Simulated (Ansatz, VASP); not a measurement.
## Two plane-wave programs on HfO2

Contents of INCAR:

```
  PREC = Accurate
  ENCUT = 520
  EDIFF = 1E-7
  ISMEAR = 0
  SIGMA = 0.01
  LREAL = F
  LASPH = T
  NELM = 80
  ALGO = Normal
  ISIF = 2
  LWAVE = F
  LCHARG = T
  GGA = PE
  IVDW = 12
  LELF = T
  LVHAR = T
  NBANDS = 31
```

Contents of KPOINTS:

```
Automatic mesh
0
Gamma
  6 6 4
```

Contents of POSCAR:

```
HfO2
1.0
    3.4667481773      0.0000000000      0.0000000000
    0.0000000000      3.4667481773      0.0000000000
    0.0000000000      0.0000000000      5.0391892761
Hf O
2 4
Direct
    0.5000000000      0.5000000000      0.5000000000
    0.0000000000      0.0000000000      0.0000000000
    0.0000000000      0.5000000000      0.6972100000
    0.5000000000      0.0000000000      0.8027900000
    0.5000000000      0.0000000000      0.3027900000
    0.0000000000      0.5000000000      0.1972100000
```

Input for Ansatz:

```yaml
crystal:
  lattice:
    - [3.46674817725812, 0.0, 0.0]
    - [0.0, 3.46674817725812, 0.0]
    - [0.0, 0.0, 5.0391892760676384]
  atoms:
    - { symbol: Hf, position: [0.5, 0.5, 0.5] }
    - { symbol: Hf, position: [0.0, 0.0, 0.0] }
    - { symbol: O, position: [0.0, 0.5, 0.69721] }
    - { symbol: O, position: [0.5, 0.0, 0.80279] }
    - { symbol: O, position: [0.5, 0.0, 0.30279] }
    - { symbol: O, position: [0.0, 0.5, 0.19721] }
basis:
  ecutwfc: 500.0
kpoints:
  mp_grid:
    grid: [6, 6, 4]
hamiltonian:
  xc: pbe
  dispersion: d3bj
  pseudopotentials:
    kind: paw
scf:
  occupations:
    method: fixed
output:
  stress: true
```

Alike in both runs: task single point; functional PBE; dispersion D3(BJ); k mesh 6 × 6 × 4; no spin polarisation.

```csv
,VASP,Ansatz
version,VASP 6.6.1,Ansatz 0.2.0
potentials or method,"VASP PAW PBE potentials, release 64 (Hf_pv, O), cutoff 520 eV","plane waves, PAW"
occupations,"gaussian, width 0.01 eV",fixed
valence electrons in the cell,44,76
```

|  | VASP | Ansatz | Ansatz less VASP |
| --- | --- | --- | --- |
| pressure (GPa) | 27.1 | 31.2 | +4.03 |
| traceless stress, the component that is largest in VASP (GPa) | -2.67 | -2.68 | -0.013 |

VASP's potentials hold 44 valence electrons a cell and Ansatz's 76, so a difference there can come from the potentials and not from the codes.

Neither program's run includes spin-orbit coupling.
